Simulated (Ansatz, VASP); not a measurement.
## CdO in VASP and in Ansatz

INCAR

```
SYSTEM = CdO
PREC = Accurate
ENCUT = 700
EDIFF = 1E-6
ISMEAR = -1
SIGMA = 0.02
LREAL = .False.
LASPH = .True.
NELM = 120
ALGO = Normal
ISIF = 2
LWAVE = .False.
LCHARG = .True.
GGA = PE
LELF = .True.
LVHAR = .True.
NBANDS = 20
GGA_COMPAT = .False.
```

File KPOINTS:

```
Automatic mesh
0
Gamma
  8 8 8
  0 0 0
```

Contents of POSCAR:

```
CdO
1.0
    0.0000000000      2.3597575538      2.3597575538
    2.3597575538      0.0000000000      2.3597575538
    2.3597575538      2.3597575538      0.0000000000
Cd O
1 1
Direct
    0.0000000000      0.0000000000      0.0000000000
    0.5000000000      0.5000000000      0.5000000000
```

Input for Ansatz:

```yaml
crystal:
  lattice:
    - [0.0, 2.3597575538, 2.3597575538]
    - [2.3597575538, 0.0, 2.3597575538]
    - [2.3597575538, 2.3597575538, 0.0]
  atoms:
    - { symbol: Cd, position: [0.0, 0.0, 0.0] }
    - { symbol: O, position: [0.5, 0.5, 0.5] }
kpoints:
  mp_grid: { grid: [8, 8, 8] }
hamiltonian:
  xc: pbe
scf:
  occupations: { method: fermi_dirac, width: 0.02 }
  n_extra_bands: 4
output:
  forces: true
  stress: true
  eigenvalues: true
```

Alike in both runs: task single point; functional PBE; k mesh 8 × 8 × 8; occupations fermi-dirac, width 0.02 eV; no spin polarisation.

```csv
,VASP,Ansatz
version,VASP 6.6.1,Ansatz 0.2.0
potentials or method,"VASP PAW PBE potentials, release 64 (Cd_sv_GW, O)","plane waves, PAW"
plane-wave cutoff (eV),700,420
valence electrons in the cell,26,26
```

```tsv
	VASP	Ansatz	Ansatz less VASP
pressure (GPa)	3.9	4.1	+0.21
```

The functional is the same, so the differences come from potentials, cutoffs and numerics.
